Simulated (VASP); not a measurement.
# Si (P6_3/mmc) in VASP: notebook

Si is run at these levels: LDA; tasks: single point.

Program: VASP 6.6.1. These are calculated values, not measurements. Logs are shortened: lines on timing, memory, paths and dates and some standing lists are left out, and cuts for length are marked.

### Step 1. The cell of the first run

It takes space group P6_3/mmc (No. 194, hexagonal). Conventional cell: a = 3.859 Å, b = 3.859 Å, c = 6.233 Å, α = 90.00°, β = 90.00°, γ = 120.00°. Within 3.1 Å of Si (site symmetry 3m) lie 4 Si at 2.33 to 2.36 Å.

This isn't the form of Si at room conditions, which is diamond.

### Step 2. Single point, LDA (biaxial strain in the a-b plane: +1.5 %)

INCAR reads:

```
SYSTEM = Si
ALGO = Normal
EDIFF = 1E-6
ENCUT = 520
ISIF = 2
ISMEAR = 0
LASPH = .TRUE.
LCHARG = .FALSE.
LREAL = .FALSE.
LWAVE = .FALSE.
NBANDS = 16
NELM = 80
PREC = Accurate
SIGMA = 0.02
```

KPOINTS reads:

```
k-points
0
G
  12 12 6
  0 0 0
```

POSCAR reads:

```
Si
1.0
    3.8590051116      0.0000000000      0.0000000000
   -1.9295025558      3.3419964599      0.0000000000
    0.0000000000      0.0000000000      6.2325181248
Si
4
Direct
    0.3333333333      0.6666666667      0.0630332922
    0.6666666667      0.3333333333      0.5630332922
    0.3333333333      0.6666666667      0.4369667078
    0.6666666667      0.3333333333      0.9369667078
```

Potentials or basis: VASP PAW LDA potentials, release 64 (Si).

The run is started by

```sh
$ cat potpaw_LDA.64/Si/POTCAR > POTCAR
$ mpirun -np 1 vasp_std > vasp.out
```

OUTCAR:

```text
SYSTEM = Si
   EDIFF = 1E-6
   ENCUT = 520
   ISIF = 2
   ISMEAR = 0
   LASPH = .TRUE.
   LREAL = .FALSE.
   NELM = 80
   PREC = Accurate

 ion  position               nearest neighbor table
   1  0.333  0.667  0.063-   3 2.33   4 2.36   4 2.36   4 2.36
   2  0.667  0.333  0.563-   4 2.33   3 2.36   3 2.36   3 2.36
   3  0.333  0.667  0.437-   1 2.33   2 2.36   2 2.36   2 2.36
   4  0.667  0.333  0.937-   2 2.33   1 2.36   1 2.36   1 2.36

  LATTYP: Found a hexagonal cell.
 ALAT       =     3.8590051116
 C/A-ratio  =     1.6150582714

  Lattice vectors:

 A1 = (   3.8590051116,   0.0000000000,   0.0000000000)
 A2 = (  -1.9295025558,   3.3419964599,   0.0000000000)
 A3 = (   0.0000000000,   0.0000000000,   6.2325181248)

Analysis of symmetry for initial positions (statically):
=====================================================================
 Subroutine PRICEL returns:
 Original cell was already a primitive cell.

 Routine SETGRP: Setting up the symmetry group for a
 hexagonal supercell.

 Subroutine GETGRP returns: Found 24 space group operations
 (whereof 12 operations were pure point group operations)
 out of a pool of 24 trial point group operations.

The static configuration has the point symmetry D_3d.
 The point group associated with its full space group is D_6h.

Analysis of symmetry for dynamics (positions and initial velocities):
=====================================================================
 Subroutine PRICEL returns:
 Original cell was already a primitive cell.

 Routine SETGRP: Setting up the symmetry group for a
 hexagonal supercell.

 Subroutine GETGRP returns: Found 24 space group operations
 (whereof 12 operations were pure point group operations)
 out of a pool of 24 trial point group operations.

The dynamic configuration has the point symmetry D_3d.
 The point group associated with its full space group is D_6h.

 Subroutine INISYM returns: Found 24 space group operations
 (whereof 12 operations are pure point group operations),
 and found     1 'primitive' translations

----------------------------------------------------------------------------------------

                                     Primitive cell

  volume of cell :      80.3794

  direct lattice vectors                    reciprocal lattice vectors
     3.859005112  0.000000000  0.000000000     0.259134148  0.149611170  0.000000000
    -1.929502556  3.341996460  0.000000000     0.000000000  0.299222340  0.000000000
     0.000000000  0.000000000  6.232518125     0.000000000  0.000000000  0.160448791

  length of vectors
     3.859005112  3.859005112  6.232518125     0.299222340  0.299222340  0.160448791

  position of ions in fractional coordinates (direct lattice)
     0.333333333  0.666666667  0.063033292
     0.666666667  0.333333333  0.563033292
     0.333333333  0.666666667  0.436966708
     0.666666667  0.333333333  0.936966708

  ion indices of the primitive-cell ions
   primitive index   ion index
                 1           1
                 2           2
                 3           3
                 4           4

----------------------------------------------------------------------------------------

 KPOINTS: k-points

Automatic generation of k-mesh.
 Grid dimensions read from file:
 generate k-points for:   12   12    6

 Generating k-lattice:

  Cartesian coordinates                     Fractional coordinates (reciprocal lattice)
     0.021594512  0.012467597  0.000000000     0.083333333  0.000000000  0.000000000
     0.000000000  0.024935195  0.000000000     0.000000000  0.083333333  0.000000000
     0.000000000  0.000000000  0.026741465     0.000000000  0.000000000  0.166666667

  Length of vectors
     0.024935195  0.024935195  0.026741465

  Shift w.r.t. Gamma in fractional coordinates (k-lattice)
     0.000000000  0.000000000  0.000000000

 Subroutine IBZKPT returns following result:
 ===========================================

 Found     76 irreducible k-points:

 Following reciprocal coordinates:
            Coordinates               Weight
  0.000000  0.000000  0.000000      1.000000
  0.083333  0.000000  0.000000      6.000000
  0.166667  0.000000  0.000000      6.000000
  0.250000  0.000000  0.000000      6.000000
  0.333333 -0.000000  0.000000      6.000000
  0.416667  0.000000  0.000000      6.000000
[... 16 lines left out ...]
  0.250000  0.000000  0.166667     12.000000
  0.333333 -0.000000  0.166667     12.000000
 [... further k-points ...]
   k-points           NKPTS =     76   k-points in BZ     NKDIM =     76   number of bands    NBANDS=     16
   number of dos      NEDOS =    301   number of ions     NIONS =      4
   total plane-waves  NPLWV =  43200
   dimension x,y,z NGX =    30 NGY =   30 NGZ =   48
   dimension x,y,z NGXF=    60 NGYF=   60 NGZF=   96
   ions per type =               4
   NGX,Y,Z   is equivalent  to a cutoff of  12.92, 12.92, 12.80 a.u.
   NGXF,Y,Z  is equivalent  to a cutoff of  25.85, 25.85, 25.61 a.u.
 SYSTEM =  Si
   PREC   = accura    normal or accurate (medium, high low for compatibility)
   ISTART =      0    job   : 0-new  1-cont  2-samecut
   ICHARG =      2    charge: 1-file 2-atom 10-const
   ISPIN  =      1    spin polarized calculation?
   LNONCOLLINEAR =      F non collinear calculations
   LSORBIT =      F    spin-orbit coupling
   LASPH  =      T    aspherical Exc in radial PAW
   ENCUT  =  520.0 eV  38.22 Ry    6.18 a.u.   7.18  7.18 11.59*2*pi/ulx,y,z
   NELM   =     80;   NELMIN=  2; NELMDL= -5     # of ELM steps
   EDIFF  = 0.1E-05   stopping-criterion for ELM
   LREAL  =      F    real-space projection
   EDIFFG = 0.1E-04   stopping-criterion for IOM
   NSW    =      0    number of steps for IOM
   IBRION =     -1    ionic relax: 0-MD 1-quasi-New 2-CG
   NFREE  =      0    steps in history (QN), initial steepest desc. (CG)
   ISIF   =      2    stress and relaxation
   ISYM   =      2    0-nonsym 1-usesym 2-fastsym
   POTIM  = 0.5000    time-step for ionic-motion
   TEBEG  =    0.0;   TEEND  =   0.0 temperature during run
   PSTRESS=    0.0 pullay stress
   NELECT =      16.0000    total number of electrons
   NUPDOWN=      -1.0000    fix difference up-down
   EMIN   =  10.00;   EMAX   =-10.00  energy-range for DOS
   EFERMI =   0.00;   METHOD = LEGACY
   ISMEAR =     0;   SIGMA  =   0.02  broadening in eV -4-tet -1-fermi 0-gaus
   EFERMI_NEDOS =   21; number of points for ismear=-14 and -15
   IALGO  =     38    algorithm
   IMIX   =      4    mixing-type and parameters
     AMIX     =   0.40;   BMIX     =  1.00
     AMIX_MAG =   1.60;   BMIX_MAG =  1.00
  volume/ion in A,a.u.               =      20.09       135.61
  Fermi-wavevector in a.u.,A,eV,Ry     =   0.955872  1.806337 12.431532  0.913692
  Thomas-Fermi vector in A             =   2.084749
   LORBIT       =      0    0 simple, 1 ext, 2 COOP (PROOUT), +10 PAW based schemes
   GGA     = CA    functional components
   LHFCALC =     F    Hartree Fock is set to
   AEXX    =    0.0000 exact exchange contribution
   IVDW    =     0    specifies the selected vdW correction
   LEPSILON=     F    determine dielectric tensor
   LRPA    =     F    only Hartree local field effects (RPA)
 non-spin polarized calculation
 Gauss-broadening in eV      SIGMA  =   0.02
  energy-cutoff  :      520.00
  volume of cell :       80.38
 maximum number of plane-waves:      2202
 NGX is ok and might be reduce to    30
   NGX = 15   NGY = 15   NGZ = 23

 number of electron      16.0000000 magnetization

 Free energy of the ion-electron system (eV)
  ---------------------------------------------------
  ext. energy  EPLUGINS =         0.00000000
  ---------------------------------------------------
  free energy    TOTEN  =       -23.76982972 eV

  energy without entropy =      -23.76982972  energy(sigma->0) =      -23.76982972

 E-fermi :   6.0921     XC(G=0):  -9.5861

 val. band max:        5.9946226478   @ k =   0.0000   0.0000   0.0000
 cond. band min:       6.1981536145   @ k =   0.5000   0.0000   0.0000
 fundamental gap:      0.2035309666
 Fermi energy:         6.0921132549

 k-point     1 :       0.0000    0.0000    0.0000
  band No.  band energies     occupation
      1      -6.2169      2.00000
      2      -3.7626      2.00000
      3      -1.2971      2.00000
      4       4.3494      2.00000
      5       4.3494      2.00000
      6       5.6598      2.00000
[... 8 lines left out ...]
     15      10.1406      0.00000
     16      11.7688      0.00000

 k-point     2 :       0.0833    0.0000    0.0000
  band No.  band energies     occupation
      1      -6.1376      2.00000
      2      -3.6817      2.00000
      3      -1.2572      2.00000
      4       3.6532      2.00000
      5       4.1837      2.00000
      6       5.3680      2.00000
[... 8 lines left out ...]
     15      10.4435      0.00000
     16      11.2758      0.00000

 k-point     3 :       0.1667    0.0000    0.0000
  band No.  band energies     occupation
      1      -5.9019      2.00000
      2      -3.4405      2.00000
      3      -1.1658      2.00000
      4       2.4874      2.00000
      5       3.8155      2.00000
      6       4.1527      2.00000
[... 8 lines left out ...]
     15      11.2438      0.00000
     16      11.4932      0.00000

 k-point     4 :       0.2500    0.0000    0.0000
  band No.  band energies     occupation
      1      -5.5174      2.00000
      2      -3.0454      2.00000
      3      -1.1492      2.00000
      4       1.4911      2.00000
      5       2.8637      2.00000
      6       3.4269      2.00000
[... 8 lines left out ...]
     15      11.8782      0.00000
     16      12.3690      0.00000
[... 324 lines left out ...]
 k-point    22 :       0.1667    0.0000    0.1667
  band No.  band energies     occupation
      1      -5.8086      2.00000
      2      -3.8168      2.00000
      3      -0.6410      2.00000
      4       2.5933      2.00000
      5       3.6966      2.00000
      6       3.8919      2.00000
[... 8 lines left out ...]
     15      11.0670      0.00000
     16      11.4683      0.00000

 k-point    23 :       0.2500    0.0000    0.1667
  band No.  band energies     occupation
      1      -5.4248      2.00000
      2      -3.4370      2.00000
      3      -0.6750      2.00000
      4       1.6605      2.00000
      5       2.4912      2.00000
      6       3.5044      2.00000
[... 8 lines left out ...]
     15      11.9562      0.00000
     16      12.2069      0.00000

 k-point    24 :       0.3333   -0.0000    0.1667
  band No.  band energies     occupation
      1      -4.9131      2.00000
      2      -2.9466      2.00000
      3      -1.0999      2.00000
      4       1.2737      2.00000
      5       1.3799      2.00000
      6       3.1912      2.00000
[... 8 lines left out ...]
     15      12.9189      0.00000
     16      12.9554      0.00000

 [... further k-points ...]

------------------------ aborting loop because EDIFF is reached ----------------------------------------

  FORCE on cell =-STRESS in cart. coord.  units (eV):
  Direction    XX          YY          ZZ          XY          YZ          ZX
  --------------------------------------------------------------------------------------
  -------------------------------------------------------------------------------------
  Total       -1.7861848     -1.7861848      0.9054793      0.0000000     -0.0000000     -0.0000000
  in kB      -35.6034505    -35.6034505     18.0486287      0.0000000     -0.0000000     -0.0000000
  external PRESSURE =     -17.7194241 kB  Pullay stress =       0.0000000 kB

 VOLUME and BASIS-vectors are now :
 -----------------------------------------------------------------------------
  energy-cutoff  :      520.00
  volume of cell :       80.38
      direct lattice vectors                 reciprocal lattice vectors
     3.859005112  0.000000000  0.000000000     0.259134148  0.149611170  0.000000000
    -1.929502556  3.341996460  0.000000000     0.000000000  0.299222340  0.000000000
     0.000000000  0.000000000  6.232518125     0.000000000  0.000000000  0.160448791

 POSITION                                       TOTAL-FORCE (eV/Angst)
 -----------------------------------------------------------------------------------
     -0.00000      2.22800      0.39286        -0.000000      0.000000     -0.267865
      1.92950      1.11400      3.50912        -0.000000     -0.000000     -0.267865
     -0.00000      2.22800      2.72340         0.000000      0.000000      0.267865
      1.92950      1.11400      5.83966         0.000000      0.000000      0.267865
 -----------------------------------------------------------------------------------
    total drift:                               -0.000000      0.000000     -0.000000

  FREE ENERGIE OF THE ION-ELECTRON SYSTEM (eV)
  ---------------------------------------------------
  free  energy   TOTEN  =       -23.7698297228 eV

  energy  without entropy=      -23.7698297228  energy(sigma->0) =      -23.76982972
```

Run time: 48 s. Hardware: 1 thread of Intel Xeon Platinum 8488C (Sapphire Rapids), shared host; peak memory 0.2 GiB.

What came out:

- Free energy: -23.7698 eV
- Pressure: -1.8 GPa
- Largest force: 0.268 eV/Å
- Band gap on the k mesh: 0.20 eV (least direct gap 0.68 eV)

Forces on the atoms (eV/Å):
```
Si   0.000  0.000 -0.268
Si   0.000  0.000 -0.268
Si   0.000  0.000  0.268
Si   0.000  0.000  0.268
```

Caveat: the cell differs from its parent crystal (biaxial strain in the a-b plane: +1.5 %); the stress differs along the axes, from -4 to 2 GPa.

[end of part 1 of 2]
